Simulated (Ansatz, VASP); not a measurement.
# P: VASP beside Ansatz

```
P
1.0
     0.00000    2.02188    2.02188
     2.02188    0.00000    2.02188
     2.02188    2.02188    0.00000
P
2
Cartesian
  -0.5055 -0.5055 -0.5055
  0.5055 0.5055 0.5055
```

Change from the starting cell: volume scaled by 0.4, LAPW.

Alike in both runs: task single point; functional PBE; k mesh 12 × 12 × 12; occupations fermi-dirac, width 0.1 eV; no spin polarisation.

```csv
,VASP,Ansatz
version,VASP 6.6.1,Ansatz 0.2.0
potentials or method,"VASP PAW PBE potentials, release 64 (P), cutoff 500 eV","all-electron LAPW, scalar-relativistic"
```

```csv
,VASP,Ansatz,Ansatz less VASP
pressure (GPa),353.4,357.0,+3.58
```

Both programs put the cell under a high pressure, so it lies far from rest at this level. Ansatz ran all-electron here, and VASP with PAW potentials.

Noted on VASP's run: the cell as given lies far from equilibrium.
